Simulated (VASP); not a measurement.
# CaO (Lime) (Fm-3m) in VASP: further runs, part 2 of 2

VASP 6.6.1.

## (3) Single point, PBE (volume changed by +3%)

Contents of INCAR:

```
SYSTEM = CaO
PREC = Accurate
ENCUT = 520
EDIFF = 1E-6
ISMEAR = 0
SIGMA = 0.01
LREAL = .FALSE.
LASPH = .TRUE.
NELM = 80
ALGO = Normal
ISIF = 2
LWAVE = .FALSE.
LCHARG = .FALSE.
GGA = PE
NBANDS = 15
```

Contents of KPOINTS:

```
regular mesh
0
G
  8 8 8
  0 0 0
```

Contents of POSCAR:

```
CaO
1.0
    0.0000000000      2.4389690138      2.4389690138
    2.4389690138      0.0000000000      2.4389690138
    2.4389690138      2.4389690138      0.0000000000
Ca O
1 1
Direct
    0.0000000000      0.0000000000      0.0000000000
    0.5000000000      0.5000000000      0.5000000000
```

Potentials or basis: VASP PAW PBE potentials, release 64 (Ca_sv, O).

The run is started by

```sh
$ cat potpaw_PBE.64/Ca_sv/POTCAR potpaw_PBE.64/O/POTCAR > POTCAR
$ mpirun -np 1 vasp_std > vasp.out
```

Wall time 20 s (1 thread of Intel Xeon Platinum 8375C at 2.90GHz (Ice Lake), shared host); peak memory 0.16 GiB.

Results (log left out):

- Free energy: -12.8012 eV
- Pressure: -2.4 GPa
- Band gap on the k mesh: 3.64 eV, indirect (least direct gap 4.02 eV)

Levels at points of the mesh, in eV from the valence-band top:
```csv
k point,band 4,band 5,band 6,band 7,band 8,band 9,band 10,band 11,band 12,band 13
"(0.00, 0.00, 0.00)",-18.62,-15.45,0.00,0.00,0.00,4.36,6.11,6.11,6.11,7.54
"(0.50, 0.00, 0.00)",-18.66,-14.42,-2.54,-1.12,-1.12,6.84,8.11,8.11,8.17,10.05
"(0.50, 0.50, 0.00)",-18.81,-15.21,-1.32,-0.38,-0.38,3.64,7.72,8.64,9.23,9.23
```

Caveat: the cell differs from its parent crystal (volume changed by +3%). A k mesh can miss the band edges.

## (4) Single point, PBE (volume changed by +6%)

Changes to INCAR since step 3:

```diff
@@ -12,4 +12,6 @@
 LWAVE = .FALSE.
-LCHARG = .FALSE.
+LCHARG = .TRUE.
 GGA = PE
+LELF = .TRUE.
+LVHAR = .TRUE.
 NBANDS = 15
```

KPOINTS is that of step 3.

Contents of POSCAR:

```
CaO
1.0
    0.0000000000      2.4624220777      2.4624220777
    2.4624220777      0.0000000000      2.4624220777
    2.4624220777      2.4624220777      0.0000000000
Ca O
1 1
Direct
    0.0000000000      0.0000000000      0.0000000000
    0.5000000000      0.5000000000      0.5000000000
```

The run is started by

```sh
$ cat potpaw_PBE.64/Ca_sv/POTCAR potpaw_PBE.64/O/POTCAR > POTCAR
$ mpirun -np 1 vasp_std > vasp.out
```

Wall time 20 s (1 thread of Intel Xeon Platinum 8375C at 2.90GHz (Ice Lake), shared host); peak memory 0.16 GiB.

It converged, with:

- Free energy: -12.7825 eV
- Pressure: -5.0 GPa
- Band gap on the k mesh: 3.64 eV, indirect (least direct gap 4.03 eV)

Levels at points of the mesh, in eV from the valence-band top:
```
           k point  band 5  band 6  band 7  band 8  band 9  band 10  band 11  band 12
(0.00, 0.00, 0.00)  -15.39    0.00    0.00    0.00    4.15     6.04     6.04     6.04
(0.50, 0.00, 0.00)  -14.47   -2.47   -1.07   -1.07    6.71     7.95     7.96     7.96
(0.50, 0.50, 0.00)  -15.16   -1.32   -0.38   -0.38    3.64     7.52     8.48     9.04
```

Caveat: the cell differs from its parent crystal (volume changed by +6%). A k mesh can miss the band edges.

## (5) Single point, PBE

This run uses another cell than the first one, of 13.78 Å³/atom, 1.009 times its volume.

Contents of INCAR:

```
SYSTEM = CaO
  PREC = Accurate
  ENCUT = 520
  EDIFF = 1E-6
  ISMEAR = 0
  SIGMA = 0.01
  LREAL = .False.
  LASPH = .True.
  NELM = 100
  ALGO = Normal
  ISIF = 2
  LWAVE = .False.
  LCHARG = .True.
  GGA = PE
  LELF = .True.
  LVHAR = .True.
  NBANDS = 15
```

Contents of KPOINTS:

```
Automatic mesh
0
Gamma
  10 10 10
  0 0 0
```

Contents of POSCAR:

```
CaO
1.0
    0.0000000000      2.3975473904      2.3975473904
    2.3975473904      0.0000000000      2.3975473904
    2.3975473904      2.3975473904      0.0000000000
Ca O
1 1
Direct
    0.0000000000      0.0000000000      0.0000000000
    0.5000000000      0.5000000000      0.5000000000
```

The run is started by

```sh
$ cat potpaw_PBE.64/Ca_sv/POTCAR potpaw_PBE.64/O/POTCAR > POTCAR
$ mpirun -np 1 vasp_std > vasp.out
```

Wall time 30 s (1 thread of Intel Xeon Platinum 8375C at 2.90GHz (Ice Lake), shared host); peak memory 0.17 GiB.

It converged, with:

```
Free energy            : -12.7977 eV
Pressure               : 3.1 GPa
Band gap on the k mesh : 3.63 eV, indirect (least direct gap 4.01 eV)
```

Levels at points of the mesh, in eV from the valence-band top:
| k point | band 6 | band 7 | band 8 | band 9 | band 10 | band 11 |
| --- | --- | --- | --- | --- | --- | --- |
| (0.00, 0.00, 0.00) | 0.00 | 0.00 | 0.00 | 4.77 | 6.24 | 6.24 |
| (0.50, 0.00, 0.00) | -2.66 | -1.22 | -1.22 | 7.08 | 8.39 | 8.39 |
| (0.50, 0.50, 0.00) | -1.30 | -0.37 | -0.37 | 3.63 | 8.10 | 8.93 |

A k mesh can miss the band edges. PBE gaps usually lie below the measured ones, often by a third to a half.

## (6) Single point, r2SCAN (volume changed by -6%)

Contents of POSCAR:

```
CaO
1.0
    0.0000000000      2.3486041187      2.3486041187
    2.3486041187      0.0000000000      2.3486041187
    2.3486041187      2.3486041187      0.0000000000
Ca O
1 1
Direct
    0.0000000000      0.0000000000      0.0000000000
    0.5000000000      0.5000000000      0.5000000000
```

Contents of INCAR.step1:

```
  ALGO = Normal
  EDIFF = 1E-4
  ENCUT = 520
  GGA = PE
  ISMEAR = 0
  LASPH = True
  LCHARG = False
  LREAL = False
  LWAVE = True
  NBANDS = 15
  NELM = 60
  PREC = Accurate
  SIGMA = 0.01
```

Contents of INCAR.step2:

```
  ALGO = Normal
  EDIFF = 1E-6
  ENCUT = 520
  ISIF = 2
  ISMEAR = 0
  ISTART = 1
  LASPH = True
  LCHARG = True
  LELF = True
  LMIXTAU = True
  LREAL = False
  LVHAR = True
  LWAVE = False
  METAGGA = R2SCAN
  NBANDS = 15
  NELM = 60
  PREC = Accurate
  SIGMA = 0.01
```

Contents of KPOINTS:

```
k-points
0
Gamma
  8 8 8
```

Potentials or basis: VASP PAW PBE potentials, release 64 (Ca_sv, O).

The run is started by

```sh
$ cat potpaw_PBE.64/Ca_sv/POTCAR potpaw_PBE.64/O/POTCAR > POTCAR
$ cp INCAR.step1 INCAR
$ mpirun -np 1 vasp_std > vasp.out
$ cp INCAR.step2 INCAR
$ mpirun -np 1 vasp_std > vasp.out
```

Wall time 89 s (1 thread of Intel Xeon Platinum 8375C at 2.90GHz (Ice Lake), shared host); peak memory 0.16 GiB.

Results (log left out):

- Free energy: -19.3981 eV
- Pressure: 9.7 GPa
- Band gap on the k mesh: 4.16 eV, indirect (least direct gap 4.51 eV)

Levels at points of the mesh, in eV from the valence-band top:
| k point | band 5 | band 6 | band 7 | band 8 | band 9 | band 10 | band 11 | band 12 |
| --- | --- | --- | --- | --- | --- | --- | --- | --- |
| (0.00, 0.00, 0.00) | -16.61 | 0.00 | 0.00 | 0.00 | 6.04 | 7.02 | 7.02 | 7.02 |
| (0.50, 0.00, 0.00) | -14.99 | -2.77 | -1.35 | -1.35 | 8.03 | 9.43 | 9.43 | 9.78 |
| (0.50, 0.50, 0.00) | -16.40 | -1.25 | -0.35 | -0.35 | 4.16 | 9.29 | 10.03 | 10.71 |

Caveat: the cell differs from its parent crystal (volume changed by -6%); the PAW data sets were made with another functional, which shifts forces and pressure a little. A k mesh can miss the band edges.

## (7) The runs side by side

```csv
level,cell,k mesh,gap on the mesh (eV),pressure (GPa)
PBE,"a = 3.381 Å, angles 60.0°, 2 atoms",8 × 8 × 8,3.63,4.1
PBE,"a = 3.449 Å, angles 60.0°, 2 atoms",8 × 8 × 8,3.64,-2.4
PBE,"a = 3.482 Å, angles 60.0°, 2 atoms",8 × 8 × 8,3.64,-5.0
PBE,"a = 3.391 Å, angles 60.0°, 2 atoms",10 × 10 × 10,3.63,3.1
r2SCAN,"a = 3.321 Å, angles 60.0°, 2 atoms",8 × 8 × 8,4.16,9.7
```

Alike in all rows: task single point; potentials or basis VASP PAW PBE potentials, release 64 (Ca_sv, O); no spin polarisation; cutoff (eV) 520; smearing gaussian 0.01 eV.

Caveats: the PAW data sets were made with another functional, which shifts forces and pressure a little (some runs).

Absolute energies hang on the potentials; compare differences alone.
